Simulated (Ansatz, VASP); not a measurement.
# TePb in VASP and in Ansatz

Contents of INCAR:

```
PREC     = Accurate       # precision mode
ENCUT    = 520            # plane-wave cutoff, eV
EDIFF    = 1E-7           # SCF threshold, eV
ISMEAR   = -1             # smearing method
SIGMA    = 0.08           # smearing width, eV
LREAL    = False          # projectors in reciprocal space
LASPH    = True           # aspherical terms in the spheres
NELM     = 100            # most SCF steps
ALGO     = Normal         # electronic algorithm
ISIF     = 2              # what is computed and relaxed
LWAVE    = False          # write WAVECAR
LCHARG   = True           # write CHGCAR
LELF     = True           # ELF
LVHAR    = True         
NBANDS   = 17             # bands
```

The input KPOINTS:

```
regular mesh
0
Gamma
  12 12 12
```

The input POSCAR:

```
TePb
1.0
    0.0000000000      2.8595489858      2.8595489858
    2.8595489858      0.0000000000      2.8595489858
    2.8595489858      2.8595489858      0.0000000000
Pb Te
1 1
Direct
    0.0000000000      0.0000000000      0.0000000000
    0.5000000000      0.5000000000      0.5000000000
```

Input for Ansatz:

```yaml
crystal:
  lattice:
    - [0.0, 2.8595489858, 2.8595489858]
    - [2.8595489858, 0.0, 2.8595489858]
    - [2.8595489858, 2.8595489858, 0.0]
  atoms:
    - { symbol: Pb, position: [0.0, 0.0, 0.0] }
    - { symbol: Te, position: [0.5, 0.5, 0.5] }
kpoints:
  mp_grid: { grid: [12, 12, 12] }
scf:
  occupations: { method: fermi_dirac, width: 0.08 }
hamiltonian:
  xc: lda
  pseudopotentials: { kind: paw }
output:
  forces: true
  stress: true
  eigenvalues: true
  populations: true
```

Change from the starting cell: volume scaled by 0.72, PAW files.

Alike in both runs: task single point; functional LDA; k mesh 12 × 12 × 12; occupations fermi-dirac, width 0.08 eV; no spin polarisation.

```csv
,VASP,Ansatz
version,VASP 6.6.1,Ansatz 0.2.0
potentials or method,"VASP PAW LDA potentials, release 64 (Pb_d, Te)","PAW with Ansatz's default frozen-core files, scalar-relativistic"
plane-wave cutoff (eV),520,420
valence electrons in the cell,20,30
```

|  | VASP | Ansatz | Ansatz less VASP |
| --- | --- | --- | --- |
| pressure (GPa) | 33.7 | 33.4 | -0.34 |

LDA's correlation is that of Perdew and Zunger in VASP and of Perdew and Wang (1992) in Ansatz. Both programs put the cell under a high pressure, so it lies far from rest at this level. VASP's potentials hold 20 valence electrons a cell and Ansatz's 30, so a difference there can come from the potentials and not from the codes.

Spin-orbit coupling is off throughout.
